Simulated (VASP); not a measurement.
# LiTi8O16 (a cell with a defect) (Li interstitial hop between voids) in VASP: a series of runs

LiTi8O16 (a cell with a defect) (Li interstitial hop between voids) is run at these levels: HSE06, PBE; tasks: single point.

All numbers are computed with VASP 6.6.1; they aren't measurements. Logs are shortened: lines on timing, memory, paths and dates and some standing lists are left out, and cuts for length are marked.

### 1 The cell of the first run

The cell holds a defect, 25 atoms: a = 7.597 Å, b = 7.597 Å, c = 5.545 Å, α = 110.03°, β = 110.03°, γ = 90.00°.

### 2 Single point, HSE06

The input, POSCAR:

```
LiTi8O16
1.0
    0.0000000000     -7.5970067500      0.0000000000
    7.5970067500      0.0000000000      0.0000000000
   -1.8992516900      1.8992516900      4.8515712600
Ti O Li
8 16 1
Direct
   -0.0030901500      0.0000120700     -0.0041786700
    0.3811558500      0.1163105700      0.4936579700
   -0.0064148800      0.5035306500     -0.0064187200
    0.3800920700      0.6267020100      0.4915338500
    0.4965344200      0.0005270100     -0.0063213000
    0.8707864600      0.1171039900      0.4955399200
    0.4971779200      0.5001539600     -0.0087112600
    0.8699432000      0.6273204200      0.4936143600
    0.4743991100      0.2263951500      0.9040043100
    0.1022118600      0.1080803700      0.4095778800
    0.2709323200      0.0227309400      0.0832228600
    0.3895720700      0.3951470600      0.5775695900
    0.4739920700      0.7268234200      0.9020144700
    0.1015795500      0.5911202200      0.4059771100
    0.2698079900      0.5259394900      0.0764837500
    0.3967597400      0.8942991000      0.5776888600
    0.9711168600      0.2273415200      0.9105661300
    0.6030524400      0.1007862500      0.4095650000
    0.7704467900      0.0228735500      0.0850954200
    0.9062020800      0.3956871400      0.5811381100
    0.9699874500      0.7274995000      0.9059055700
    0.6026002500      0.5962846800      0.4073486000
    0.7696949700      0.5268365500      0.0812561000
    0.9017717300      0.8946395300      0.5797581200
    0.1255636400      0.3719862500      0.4938660000
```

The input, INCAR.step1:

```
SYSTEM = LiTi8O16
ALGO = Normal
EDIFF = 1E-5
ENCUT = 520
GGA = PE
ISIF = 2
ISMEAR = -1
LASPH = .TRUE.
LCHARG = .FALSE.
LREAL = Auto
LWAVE = .TRUE.
NBANDS = 116
NELECT = 194.0
NELM = 80
PREC = Accurate
SIGMA = 0.01
```

The input, INCAR.step2:

```
SYSTEM = LiTi8O16
ALGO = Normal
EDIFF = 1E-7
ENCUT = 520
GGA = PE
HFSCREEN = 0.2079
ISIF = 2
ISMEAR = -1
ISTART = 1
LASPH = .TRUE.
LCHARG = .FALSE.
LHFCALC = .TRUE.
LREAL = Auto
LWAVE = .FALSE.
NBANDS = 116
NELECT = 194.0
NELM = 80
PREC = Accurate
PRECFOCK = Fast
SIGMA = 0.01
```

The input, KPOINTS:

```
Automatic mesh
0
Gamma
  1 1 1
  0.25 0.25 0.25
```

Potentials or basis: VASP PAW PBE potentials, release 64 (Ti_sv, O, Li_sv).

Launch:

```sh
$ cat potpaw_PBE.64/Ti_sv/POTCAR potpaw_PBE.64/O/POTCAR potpaw_PBE.64/Li_sv/POTCAR > POTCAR
$ cp INCAR.step1 INCAR
$ mpirun -np 1 vasp_std > vasp.out
$ cp INCAR.step2 INCAR
$ mpirun -np 1 vasp_std > vasp.out
```

OUTCAR:

```text
SYSTEM = LiTi8O16
   EDIFF = 1E-7
   ENCUT = 520
   GGA = PE
   HFSCREEN = 0.2079
   ISIF = 2
   ISMEAR = -1
   ISTART = 1
   LASPH = .TRUE.
   LHFCALC = .TRUE.
   LREAL = Auto
   NELECT = 194.0
   NELM = 80
   PREC = Accurate
   PRECFOCK = Fast

 ion  position               nearest neighbor table
   1  0.997  0.000  0.996-  17 1.93  19 1.94  21 1.95  11 1.96  10 2.01  24 2.02
   2  0.381  0.116  0.494-  18 1.89  16 1.89   9 1.99  11 1.99  12 2.00  10 2.00  25 2.75
   3  0.994  0.504  0.994-  23 1.92  21 1.92  17 1.98  15 1.98  14 2.00  20 2.00
   4  0.380  0.627  0.492-  22 1.90  16 1.92  12 1.97  13 1.99  14 2.00  15 2.01  25 2.74
   5  0.497  0.001  0.994-  11 1.93   9 1.94  13 1.96  19 1.96  18 2.02  16 2.02
   6  0.871  0.117  0.496-  24 1.90  18 1.92  10 1.97  19 1.99  20 2.00  17 2.01  25 2.74
   7  0.497  0.500  0.991-  15 1.93  13 1.94  23 1.95   9 1.96  12 2.01  22 2.02
   8  0.870  0.627  0.494-  22 1.91  24 1.92  20 1.98  14 1.98  21 2.00  23 2.00  25 2.74
   9  0.474  0.226  0.904-   5 1.94   7 1.96   2 1.99
  10  0.102  0.108  0.410-  25 1.89   6 1.97   2 2.00   1 2.01
  11  0.271  0.023  0.083-   5 1.93   1 1.96   2 1.99
  12  0.390  0.395  0.578-  25 1.89   4 1.97   2 2.00   7 2.01
  13  0.474  0.727  0.902-   7 1.94   5 1.96   4 1.99
  14  0.102  0.591  0.406-  25 1.88   8 1.98   4 2.00   3 2.00
  15  0.270  0.526  0.076-   7 1.93   3 1.98   4 2.01
  16  0.397  0.894  0.578-   2 1.89   4 1.92   5 2.02
  17  0.971  0.227  0.911-   1 1.93   3 1.98   6 2.01
  18  0.603  0.101  0.410-   2 1.89   6 1.92   5 2.02
  19  0.770  0.023  0.085-   1 1.94   5 1.96   6 1.99
  20  0.906  0.396  0.581-  25 1.88   8 1.98   6 2.00   3 2.00
  21  0.970  0.727  0.906-   3 1.92   1 1.95   8 2.00
  22  0.603  0.596  0.407-   4 1.90   8 1.91   7 2.02
  23  0.770  0.527  0.081-   3 1.92   7 1.95   8 2.00
  24  0.902  0.895  0.580-   6 1.90   8 1.92   1 2.02
  25  0.126  0.372  0.494-  20 1.88  14 1.88  10 1.89  12 1.89   4 2.74   6 2.74   8 2.74   2 2.75

  LATTYP: Found a base centered monoclinic cell.
 ALAT       =    10.7437899793
 B/A-ratio  =     1.0000000000
 C/A-ratio  =     0.5161543360
 COS(beta)  =    -0.4843512549

  Lattice vectors:

 A1 = (   0.0000000000,  -7.5970067500,   0.0000000000)
 A2 = (   7.5970067500,   0.0000000000,   0.0000000000)
 A3 = (  -1.8992516900,   1.8992516900,   4.8515712600)

Analysis of symmetry for initial positions (statically):
=====================================================================
 Subroutine PRICEL returns:
 Original cell was already a primitive cell.

 Routine SETGRP: Setting up the symmetry group for a
 base centered monoclinic supercell.
[... 156 lines left out ...]
   ISMEAR =    -1;   SIGMA  =   0.01  broadening in eV -4-tet -1-fermi 0-gaus
   EFERMI_NEDOS =   21; number of points for ismear=-14 and -15
   IALGO  =     38    algorithm
   IMIX   =      1    mixing-type and parameters
     AMIX     =   0.40;   BMIX     =  1.00
     AMIX_MAG =   1.60;   BMIX_MAG =  1.00
  volume/ion in A,a.u.               =      11.20        75.58
  Fermi-wavevector in a.u.,A,eV,Ry     =   1.448615  2.737485 28.551621  2.098485
  Thomas-Fermi vector in A             =   2.566436
   LORBIT       =      0    0 simple, 1 ext, 2 COOP (PROOUT), +10 PAW based schemes
   GGA     = PE    functional components
   LHFCALC =     T    Hartree Fock is set to
   PRECFOCK=fast      Normal, Fast or Accurate (Low or Medium for compatibility)
   ENCUT4O =  -1.0   cutoff for four orbital integrals eV
   NKREDX  =     1    reduce k-point grid by
   NKREDY  =     1    reduce k-point grid by
   NKREDZ  =     1    reduce k-point grid by
   AEXX    =    0.2500 exact exchange contribution
   HFSCREEN=    0.2079 screening length (either q_TF or 0.3 A-1)
   HFSCREENC=   0.2079 screening length for correlation (either q_TF or 0.3 A-1)
   ENCUTFOCK=  -1.0 apply spherical cutoff to Coloumb kernel
   IVDW    =     0    specifies the selected vdW correction
   LEPSILON=     F    determine dielectric tensor
   LRPA    =     F    only Hartree local field effects (RPA)
 non-spin polarized calculation
  energy-cutoff  :      520.00
  volume of cell :      280.01
 maximum number of plane-waves:      7534
 NGX is ok and might be reduce to    56
  NGX = 30; NGY = 30; NGZ = 24

 number of electron     193.9999991 magnetization

 Free energy of the ion-electron system (eV)
  ---------------------------------------------------
  ext. energy  EPLUGINS =         0.00000000
  ---------------------------------------------------
  free energy    TOTEN  =      -275.85535981 eV

  energy without entropy =     -275.85535981  energy(sigma->0) =     -275.85535981

 E-fermi :   2.5276     XC(G=0):  -8.7724

 val. band max:        2.1894149061   @ k =   0.2500   0.2500   0.2500
 cond. band min:       6.6425682309   @ k =   0.2500   0.2500   0.2500
 fundamental gap:      4.4531533248
 Fermi energy:         2.5276428003

 k-point     1 :       0.2500    0.2500    0.2500
  band No.  band energies     occupation
      1     -58.4120      2.00000
      2     -58.3771      2.00000
      3     -58.3720      2.00000
      4     -58.3555      2.00000
      5     -58.3548      2.00000
      6     -58.3489      2.00000
[... 101 lines left out ...]
    108       7.5294      0.00000
    109       7.5590      0.00000
 [bands above 109 left out]

------------------------ aborting loop because EDIFF is reached ----------------------------------------

  FORCE on cell =-STRESS in cart. coord.  units (eV):
  Direction    XX          YY          ZZ          XY          YZ          ZX
  --------------------------------------------------------------------------------------
  -------------------------------------------------------------------------------------
  Total      -16.5311380    -16.5077870    -21.3194674     -0.7846952      1.1779412     -1.0936521
  in kB      -94.5901457    -94.4565330   -121.9886695     -4.4899771      6.7401062     -6.2578095
  external PRESSURE =    -103.6784494 kB  Pullay stress =       0.0000000 kB

 VOLUME and BASIS-vectors are now :
 -----------------------------------------------------------------------------
  energy-cutoff  :      520.00
  volume of cell :      280.01
      direct lattice vectors                 reciprocal lattice vectors
     0.000000000 -7.597006750  0.000000000     0.000000000 -0.131630790  0.051529698
     7.597006750  0.000000000  0.000000000     0.131630790  0.000000000  0.051529698
    -1.899251690  1.899251690  4.851571260     0.000000000  0.000000000  0.206118790

 POSITION                                       TOTAL-FORCE (eV/Angst)
 -----------------------------------------------------------------------------------
     -1.89122     -5.68222      4.83130         0.002862     -0.014984      0.001424
     -0.05397     -1.95806      2.39502        -0.000742      0.000520      0.000274
      1.93826     -5.66121      4.82043        -0.026595     -0.020260      0.003927
      3.82751     -1.95402      2.38471         0.040762     -0.030898      0.029410
     -1.88324     -1.88493      4.82090        -0.007172     -0.014260     -0.009589
     -0.05152     -5.67422      2.40415        -0.016274      0.045939     -0.030961
[... 17 lines left out ...]
      5.69548     -5.74966      2.81274         0.000633      0.064657      0.186937
      1.88801     -0.01593      2.39603        -0.003312     -0.006529     -0.000524
 -----------------------------------------------------------------------------------
    total drift:                                0.031675      0.010644     -0.033064

  FREE ENERGIE OF THE ION-ELECTRON SYSTEM (eV)
  ---------------------------------------------------
  free  energy   TOTEN  =      -275.8553598126 eV

  energy  without entropy=     -275.8553598126  energy(sigma->0) =     -275.85535981
```

Run time: 22 min. Hardware: 1 thread of Intel Xeon 6975P-C, shared host; peak memory 0.56 GiB.

What came out:

```yaml
Free_energy: -275.8554 eV
Largest_force: 0.231 eV/Å
```

Forces on the atoms (eV/Å):
```
Ti   0.003 -0.015  0.001
Ti  -0.001  0.001  0.000
Ti  -0.027 -0.020  0.004
Ti   0.041 -0.031  0.029
Ti  -0.007 -0.014 -0.010
Ti  -0.016  0.046 -0.031
Ti  -0.002  0.000  0.001
Ti   0.040  0.047  0.000
O   -0.016 -0.028 -0.226
O    0.053 -0.001 -0.190
O   -0.029 -0.008  0.229
O    0.000  0.068  0.185
O    0.004 -0.029 -0.218
O   -0.019  0.005 -0.183
O   -0.026 -0.013  0.198
O    0.006 -0.002  0.177
O   -0.013 -0.027 -0.199
O   -0.013 -0.003 -0.180
O   -0.022  0.004  0.225
O    0.007 -0.015  0.184
O    0.006 -0.023 -0.214
O    0.048 -0.003 -0.183
O   -0.016  0.004  0.214
O    0.001  0.065  0.187
Li  -0.003 -0.007 -0.001
```

Caveat: the k points lie up to 1.30 Å⁻¹ apart; the cell carries a net charge on a neutralising background, which shifts energy and pressure; the cell is charged against a uniform background, so pressure and absolute levels hang on convention; the cutoff is under 1.25 times the usual one of these potentials, so pressure, stress and relaxed cells hold a basis-set (Pulay) error; the PAW data sets were made with another functional, which shifts forces and pressure a little.

### 3 Single point, PBE

The input, INCAR:

```
ALGO = Normal
EDIFF = 1E-6
ENCUT = 520
GGA = PE
ISIF = 2
ISMEAR = -1
LASPH = T
LCHARG = F
LREAL = Auto
LWAVE = F
NBANDS = 116
NELECT = 194.0
NELM = 60
PREC = Accurate
SIGMA = 0.01
```

The input, KPOINTS:

```
Automatic mesh
0
Gamma
  2 2 2
  0.5 0.5 0.5
```

The input, POSCAR:

```
LiTi8O16
1.0
    0.0000000000     -7.5970067500      0.0000000000
    7.5970067500      0.0000000000      0.0000000000
   -1.8992516900      1.8992516900      4.8515712600
Ti O Li
8 16 1
Direct
   -0.0083107900     -0.0025341500     -0.0041281000
    0.3782245500      0.1206226600      0.4934662400
   -0.0090243300      0.5076676800     -0.0064729500
    0.3751968800      0.6238277600      0.4913117100
    0.5017237600     -0.0031475900     -0.0067950900
    0.8743884700      0.1235298300      0.4956110800
    0.5014857700      0.5072614600     -0.0080947400
    0.8757334000      0.6234295300      0.4938148300
    0.4661792100      0.2283070500      0.9057829500
    0.1022518200      0.0979942500      0.4110140200
    0.2702423500      0.0331565600      0.0806899900
    0.4009705700      0.3966732100      0.5766498900
    0.4701033200      0.7293665900      0.9073057800
    0.1010864900      0.6011788900      0.4039807800
    0.2699479600      0.5157610800      0.0774410300
    0.4019282200      0.8964641500      0.5811240700
    0.9822012300      0.2289626700      0.9097315800
    0.6021097200      0.0969382300      0.4057604900
    0.7693871700      0.0281396900      0.0800616500
    0.8977302400      0.3977034000      0.5833304500
    0.9755177800      0.7298295600      0.9095723500
    0.6016246200      0.6008546700      0.4022171600
    0.7690580400      0.5241454900      0.0778288800
    0.8977128600      0.8972901800      0.5852066400
    0.2458789100      0.2514780200      0.9905914900
```

Potentials or basis: VASP PAW PBE potentials, release 64 (Ti_sv, O, Li_sv).

Launch:

```sh
$ cat potpaw_PBE.64/Ti_sv/POTCAR potpaw_PBE.64/O/POTCAR potpaw_PBE.64/Li_sv/POTCAR > POTCAR
$ mpirun -np 1 vasp_std > vasp.out
```

Run time: 8.3 min. Hardware: 1 thread of Intel Xeon 6975P-C, shared host; peak memory 0.42 GiB.

Results (log left out):

| Quantity | Value |
| --- | --- |
| Free energy | -224.8627 eV |
| Largest force | 0.133 eV/Å |

Forces in eV/Å, atoms in the order of the input:
```
Ti  -0.022 -0.089  0.000
Ti   0.076  0.089 -0.010
Ti  -0.098 -0.088  0.019
Ti   0.043  0.030 -0.027
Ti  -0.027 -0.018 -0.004
Ti   0.037  0.035  0.045
Ti  -0.080 -0.029 -0.019
Ti   0.035  0.047  0.000
O    0.065 -0.085  0.021
O    0.073 -0.064  0.012
O   -0.082  0.055 -0.010
O   -0.066  0.072 -0.017
O    0.056 -0.068  0.001
O    0.081 -0.034  0.025
O   -0.051  0.089 -0.015
O   -0.092  0.058  0.010
O    0.074 -0.058  0.007
O    0.060 -0.099 -0.013
O   -0.066  0.051 -0.009
O   -0.030  0.085 -0.028
O    0.055 -0.074  0.005
O    0.084 -0.045  0.027
O   -0.081  0.051 -0.007
O   -0.041  0.083 -0.018
Li  -0.001  0.004  0.004
```

Levels at points of the mesh, in eV from the Fermi level:
```csv
k point,band 95,band 96,band 97,band 98,band 99,band 100
"(0.25, 0.25, 0.25)",-0.69,-0.66,-0.35,2.54,2.66,2.87
```

Caveat: the k points lie up to 0.65 Å⁻¹ apart; the cell carries a net charge on a neutralising background, which shifts energy and pressure; the cell is charged against a uniform background, so pressure and absolute levels hang on convention; the cutoff is under 1.25 times the usual one of these potentials, so pressure, stress and relaxed cells hold a basis-set (Pulay) error.
